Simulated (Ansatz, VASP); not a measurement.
# One calculation of TiO2, two programs

```xyz
6
Lattice="-1.8925 1.8925 4.8997 1.8925 -1.8925 4.8997 1.8925 1.8925 -4.8997" Properties=species:S:1:pos:R:3 pbc="T T T"
Ti    0.0000    0.0000    0.0000
Ti    0.0000    1.8925    2.4499
O     0.0000    0.0000    2.0246
O     0.0000    1.8925    4.4744
O     0.0000    1.8925    0.4253
O     0.0000    0.0000    7.7749
```

Change from the starting cell: zz strain of +3 %.

Alike in both runs: task single point; functional PBE; k mesh 13 × 13 × 13; occupations fermi-dirac, width 0.08 eV; no spin polarisation.

```csv
,VASP,Ansatz
version,VASP 6.6.1,Ansatz 0.2.0
potentials or method,"VASP PAW PBE potentials, release 64 (Ti_sv, O), cutoff 520 eV","all-electron LAPW, scalar-relativistic"
```

```csv
,VASP,Ansatz,Ansatz less VASP
pressure (GPa),0.0,-0.6,-0.63
"traceless stress, the component that is largest in VASP (GPa)",-2.05,-2.02,+0.033
rms of the force components (eV/Å),0.078,0.083,+0.0048
```

Atom by atom the forces differ by 0.005 eV/Å (rms over components). Ansatz ran all-electron here, and VASP with PAW potentials.
